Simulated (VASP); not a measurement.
## Ti: single point with BLYP+D3(BJ)

Crystal: Ti.

```xyz
1
Lattice="-1.5648 1.5648 1.5648 1.5648 -1.5648 1.5648 1.5648 1.5648 -1.5648" Properties=species:S:1:pos:R:3 pbc="T T T"
Ti    0.0000    0.0000    0.0000
```

- Program: VASP 6.6.1
- Task: single point
- Functional: BLYP
- Dispersion: D3(BJ)
- Potentials or basis: VASP PAW PBE potentials, release 64 (Ti_sv)
- Cutoff: 520 eV
- k mesh: 13 × 13 × 13
- Occupations: methfessel-paxton, width 0.1 eV
- Spin: no spin polarisation
- Dipole correction: no
- Further INCAR settings: ALGO = Normal; EDIFF = 1e-06; NBANDS = 12

```json
{
 "Pressure": "-0.1 GPa",
 "Band gap on the k mesh": "zero (band 6 reaches 10.94 eV, above the bottom of band 7 at 9.38 eV)",
 "Dispersion energy per atom": "-1.621 eV"
}
```

Levels at points of the mesh, in eV from the Fermi level:
```csv
k point,band 4,band 5,band 6,band 7,band 8,band 9
"(0.00, 0.00, 0.00)",-31.97,-5.99,0.99,0.99,0.99,3.02
```

It took 20 s on 1 thread of AMD EPYC 7R43 64-Core Processor (Zen 3), on a shared host, peak memory 0.1 GiB.

Caveat: the PAW data sets were made with another functional, which shifts forces and pressure a little; pairwise dispersion overbinds metals, which lowers pressure and volume.
